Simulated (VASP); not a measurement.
# Li4NbO4 (Cm) in VASP: a series of runs, part 2 of 2

VASP 6.6.1. The steps go on from the part before.

## 3. Single point, PBEsol (atom 1 (Li) moved by -0.810 Å along [1 0 0] and -0.608 Å along [0 1 0])

Input file INCAR:

```
SYSTEM = Li4NbO4
PREC     = Accurate       ! precision mode
ENCUT    = 520            ! plane-wave cutoff, eV
EDIFF    = 1E-6           ! SCF threshold, eV
ISMEAR   = 0              ! smearing method
SIGMA    = 0.05           ! smearing width, eV
LREAL    = .FALSE.        ! projectors in reciprocal space
LASPH    = .TRUE.         ! aspherical terms in the spheres
NELM     = 100            ! most SCF steps
ALGO     = Normal         ! electronic algorithm
ISIF     = 2              ! what is computed and relaxed
LWAVE    = .FALSE.        ! write WAVECAR
LCHARG   = .FALSE.        ! write CHGCAR
GGA      = PS             ! functional
NBANDS   = 34             ! bands
```

Input file KPOINTS:

```
Automatic mesh
0
G
  10 10 10
  0 0 0
```

Input file POSCAR:

```
Li4NbO4
1.0
   -3.8119495391      3.8119495391      1.6301049253
    3.8119495391     -3.8119495391      1.6301049253
    3.8119495391      3.8119495391     -1.6301049253
Li Nb O
4 1 4
Direct
    0.4138386208      0.0510831738      0.4649217947
    0.8426719780      0.3341549847      0.1768269627
    0.1573280220      0.6658450153      0.8231730373
    0.6658450153      0.8426719780      0.5085169933
    0.0000000000      0.0000000000      0.0000000000
    0.7589255465      0.0797104317      0.8386359782
    0.9202895683      0.7589255465      0.6792151148
    0.0797104317      0.2410744535      0.3207848852
    0.2410744535      0.9202895683      0.1613640218
```

Potentials or basis: VASP PAW PBE potentials, release 64 (Li_sv, Nb_sv, O).

Started as:

```bash
cat potpaw_PBE.64/Li_sv/POTCAR potpaw_PBE.64/Nb_sv/POTCAR potpaw_PBE.64/O/POTCAR > POTCAR
mpirun -np 1 vasp_std > vasp.out
```

OUTCAR:

```text
SYSTEM = Li4NbO4
   PREC = Accurate
   ENCUT = 520
   EDIFF = 1E-6
   ISMEAR = 0
   LREAL = .FALSE.
   LASPH = .TRUE.
   NELM = 100
   ISIF = 2
   GGA = PS

 ion  position               nearest neighbor table
   1  0.414  0.051  0.465-   9 1.65   7 2.27   7 2.27   2 2.38   2 2.38   4 2.49
   2  0.843  0.334  0.177-   9 1.92   9 1.92   8 1.94   6 2.04   1 2.38   1 2.38   3 2.51   3 2.51
                             5 2.82
   3  0.157  0.666  0.823-   6 1.92   6 1.92   7 1.94   9 2.04   2 2.51   2 2.51   5 2.82
   4  0.666  0.843  0.509-   8 1.92   8 1.92   6 1.94   7 2.04   1 2.49   5 2.82
   5  0.000  0.000  0.000-   7 1.94   8 1.94   6 1.94   9 1.94   3 2.82   4 2.82   2 2.82
   6  0.759  0.080  0.839-   3 1.92   3 1.92   5 1.94   4 1.94   2 2.04
   7  0.920  0.759  0.679-   5 1.94   3 1.94   4 2.04   1 2.27   1 2.27
   8  0.080  0.241  0.321-   4 1.92   4 1.92   5 1.94   2 1.94
   9  0.241  0.920  0.161-   1 1.65   2 1.92   2 1.92   5 1.94   3 2.04

  LATTYP: Found a body centered tetragonal cell.
 ALAT       =     7.6238990782
 C/A-ratio  =     0.4276302476

  Lattice vectors:

 A1 = (  -3.8119495391,   3.8119495391,   1.6301049253)
 A2 = (   3.8119495391,  -3.8119495391,   1.6301049253)
 A3 = (   3.8119495391,   3.8119495391,  -1.6301049253)

Analysis of symmetry for initial positions (statically):
=====================================================================
 Subroutine PRICEL returns:
 Original cell was already a primitive cell.

 Routine SETGRP: Setting up the symmetry group for a
 body centered tetragonal supercell.

 Subroutine GETGRP returns: Found  2 space group operations
 (whereof  2 operations were pure point group operations)
 out of a pool of 16 trial point group operations.

The static configuration has the point symmetry C_1h.

Analysis of symmetry for dynamics (positions and initial velocities):
=====================================================================
 Subroutine PRICEL returns:
 Original cell was already a primitive cell.

 Routine SETGRP: Setting up the symmetry group for a
 body centered tetragonal supercell.

 Subroutine GETGRP returns: Found  2 space group operations
 (whereof  2 operations were pure point group operations)
 out of a pool of 16 trial point group operations.

The dynamic configuration has the point symmetry C_1h.

 Subroutine INISYM returns: Found  2 space group operations
 (whereof  2 operations are pure point group operations),
 and found     1 'primitive' translations

----------------------------------------------------------------------------------------

                                     Primitive cell

  volume of cell :      94.7480

  direct lattice vectors                    reciprocal lattice vectors
    -3.811949539  3.811949539  1.630104925     0.000000000  0.131166479  0.306728722
     3.811949539 -3.811949539  1.630104925     0.131166479  0.000000000  0.306728722
     3.811949539  3.811949539 -1.630104925     0.131166479  0.131166479  0.000000000

  length of vectors
     5.631976620  5.631976620  5.631976620     0.333597293  0.333597293  0.185497414

  position of ions in fractional coordinates (direct lattice)
     0.413838621  0.051083174  0.464921795
     0.842671978  0.334154985  0.176826963
     0.157328022  0.665845015  0.823173037
     0.665845015  0.842671978  0.508516993
     0.000000000  0.000000000  0.000000000
     0.758925547  0.079710432  0.838635978
[... 47 lines left out ...]
  0.200000  0.000000 -0.000000      4.000000
  0.200000  0.000000 -0.200000      4.000000
  0.300000 -0.000000  0.000000      4.000000
[... 16 lines left out ...]
  0.500000  0.000000 -0.400000      4.000000
 -0.100000 -0.400000  0.000000      4.000000
 [... further k-points ...]
   k-points           NKPTS =    282   k-points in BZ     NKDIM =    282   number of bands    NBANDS=     34
   number of dos      NEDOS =    301   number of ions     NIONS =      9
   total plane-waves  NPLWV =  74088
   dimension x,y,z NGX =    42 NGY =   42 NGZ =   42
   dimension x,y,z NGXF=    84 NGYF=   84 NGZF=   84
   ions per type =               4   1   4
   NGX,Y,Z   is equivalent  to a cutoff of  12.40, 12.40, 12.40 a.u.
   NGXF,Y,Z  is equivalent  to a cutoff of  24.80, 24.80, 24.80 a.u.
 SYSTEM =  Li4NbO4
   PREC   = accura    normal or accurate (medium, high low for compatibility)
   ISTART =      0    job   : 0-new  1-cont  2-samecut
   ICHARG =      2    charge: 1-file 2-atom 10-const
   ISPIN  =      1    spin polarized calculation?
   LNONCOLLINEAR =      F non collinear calculations
   LSORBIT =      F    spin-orbit coupling
   LASPH  =      T    aspherical Exc in radial PAW
   ENCUT  =  520.0 eV  38.22 Ry    6.18 a.u.  10.47 10.47 10.47*2*pi/ulx,y,z
   NELM   =    100;   NELMIN=  2; NELMDL= -5     # of ELM steps
   EDIFF  = 0.1E-05   stopping-criterion for ELM
   LREAL  =      F    real-space projection
   EDIFFG = 0.1E-04   stopping-criterion for IOM
   NSW    =      0    number of steps for IOM
   IBRION =     -1    ionic relax: 0-MD 1-quasi-New 2-CG
   NFREE  =      0    steps in history (QN), initial steepest desc. (CG)
   ISIF   =      2    stress and relaxation
   ISYM   =      2    0-nonsym 1-usesym 2-fastsym
   POTIM  = 0.5000    time-step for ionic-motion
   TEBEG  =    0.0;   TEEND  =   0.0 temperature during run
   PSTRESS=    0.0 pullay stress
   NELECT =      49.0000    total number of electrons
   NUPDOWN=      -1.0000    fix difference up-down
   EMIN   =  10.00;   EMAX   =-10.00  energy-range for DOS
   EFERMI =   0.00;   METHOD = LEGACY
   ISMEAR =     0;   SIGMA  =   0.05  broadening in eV -4-tet -1-fermi 0-gaus
   EFERMI_NEDOS =   21; number of points for ismear=-14 and -15
   IALGO  =     38    algorithm
   IMIX   =      4    mixing-type and parameters
     AMIX     =   0.40;   BMIX     =  1.00
     AMIX_MAG =   1.60;   BMIX_MAG =  1.00
  volume/ion in A,a.u.               =      10.53        71.04
  Fermi-wavevector in a.u.,A,eV,Ry     =   1.314065  2.483223 23.494096  1.726767
  Thomas-Fermi vector in A             =   2.444344
   LORBIT       =      0    0 simple, 1 ext, 2 COOP (PROOUT), +10 PAW based schemes
   GGA     = PS    functional components
   LHFCALC =     F    Hartree Fock is set to
   AEXX    =    0.0000 exact exchange contribution
   IVDW    =     0    specifies the selected vdW correction
   LEPSILON=     F    determine dielectric tensor
   LRPA    =     F    only Hartree local field effects (RPA)
 non-spin polarized calculation
 Gauss-broadening in eV      SIGMA  =   0.05
  energy-cutoff  :      520.00
  volume of cell :       94.75
 maximum number of plane-waves:      2570
 NGX is ok and might be reduce to    42
   NGX = 21   NGY = 21   NGZ = 21

 number of electron      49.0000001 magnetization

 Free energy of the ion-electron system (eV)
  ---------------------------------------------------
  ext. energy  EPLUGINS =         0.00000000
  ---------------------------------------------------
  free energy    TOTEN  =       -58.00628380 eV

  energy without entropy =      -58.00628380  energy(sigma->0) =      -58.00628380

 E-fermi :   3.6488     XC(G=0): -10.0549

 val. band max:        3.3296810302   @ k =  -0.1000  -0.1000   0.1000
 cond. band min:       4.5950685567   @ k =  -0.3000  -0.4000   0.3000
 fundamental gap:      1.2653875265
 Fermi energy:         3.6487590232

 k-point     1 :       0.0000    0.0000    0.0000
  band No.  band energies     occupation
      1     -51.7741      2.00000
      2     -40.9480      2.00000
      3     -40.1406      2.00000
      4     -39.9400      2.00000
      5     -39.5834      2.00000
      6     -28.1522      2.00000
[... 877 lines left out ...]
     33      11.7889      0.00000
     34      12.7408      0.00000

 [... further k-points ...]
[... 5 lines left out ...]
  --------------------------------------------------------------------------------------
  -------------------------------------------------------------------------------------
  Total       -1.7148839      1.8806564      0.1114423      1.2392125      0.0000000      0.0000000
  in kB      -28.9984956     31.8016908      1.8844767     20.9549452      0.0000000      0.0000000
  external PRESSURE =       1.5625573 kB  Pullay stress =       0.0000000 kB

 VOLUME and BASIS-vectors are now :
 -----------------------------------------------------------------------------
  energy-cutoff  :      520.00
  volume of cell :       94.75
      direct lattice vectors                 reciprocal lattice vectors
    -3.811949539  3.811949539  1.630104925     0.000000000  0.131166479  0.306728722
     3.811949539 -3.811949539  1.630104925     0.131166479  0.000000000  0.306728722
     3.811949539  3.811949539 -1.630104925     0.131166479  0.131166479  0.000000000

 POSITION                                       TOTAL-FORCE (eV/Angst)
 -----------------------------------------------------------------------------------
      0.38945      3.15506     -0.00000         2.809471      0.702659     -0.000000
     -1.26439      2.61250      1.63010        -0.744688     -0.418210     -0.000000
      5.07634      1.19945      0.00000         0.345870      0.291281     -0.000000
      2.61250      1.26439      1.63010        -0.944984      0.940906      0.000000
      0.00000      0.00000      0.00000        -0.252144      0.003403     -0.000000
      0.60770      5.78597      0.00000         0.042246     -0.766486     -0.000000
      1.97402      3.20425      1.63010        -0.336790      0.675864      0.000000
      1.83793      0.60770      0.00000         0.471123     -0.942900     -0.000000
      3.20425     -1.97402      1.63010        -1.390104     -0.486517      0.000000
 -----------------------------------------------------------------------------------
    total drift:                               -0.001659     -0.002274      0.000007

  FREE ENERGIE OF THE ION-ELECTRON SYSTEM (eV)
  ---------------------------------------------------
  free  energy   TOTEN  =       -58.0062838041 eV

  energy  without entropy=      -58.0062838041  energy(sigma->0) =      -58.00628380
```

Run time: 20 min. Hardware: 1 thread of Oxide Virtual Turin-like, shared host; peak memory 0.77 GiB.

Results:

```
Free energy            : -58.0063 eV
Largest force          : 2.896 eV/Å
Band gap on the k mesh : zero (an odd number of electrons rules out a gap without spin polarisation)
```

Forces in eV/Å, atoms in the order of the input:
```
Li   2.809  0.703  0.000
Li  -0.745 -0.418  0.000
Li   0.346  0.291  0.000
Li  -0.945  0.941  0.000
Nb  -0.252  0.003  0.000
O    0.042 -0.766  0.000
O   -0.337  0.676  0.000
O    0.471 -0.943  0.000
O   -1.390 -0.487  0.000
```

Levels at points of the mesh, in eV from the Fermi level:
```csv
k point,band 23,band 24,band 25,band 26,band 27,band 28
"(0.00, 0.00, 0.00)",-1.76,-1.74,-1.54,2.77,3.07,3.14
"(0.50, 0.00, 0.00)",-1.96,-1.86,1.60,1.96,3.35,4.17
"(0.50, 0.00, 0.50)",-1.95,-1.87,1.72,1.93,3.44,4.24
"(0.50, 0.50, 0.00)",-1.91,-1.67,-1.61,2.75,3.06,3.18
"(0.00, 0.00, 0.50)",-1.94,-1.91,-1.89,2.74,3.08,3.24
"(0.50, 0.50, 0.50)",-2.03,-1.86,-1.52,2.46,2.79,3.09
```

Caveat: the cell differs from its parent crystal (atom 1 (Li) moved by -0.810 Å along [1 0 0] and -0.608 Å along [0 1 0]); the cutoff is under 1.25 times the usual one of these potentials, so pressure, stress and relaxed cells hold a basis-set (Pulay) error; the PAW data sets were made with another functional, which shifts forces and pressure a little; an odd number of electrons without spin polarisation forces a metal; a magnetic or distorted state may lie lower.
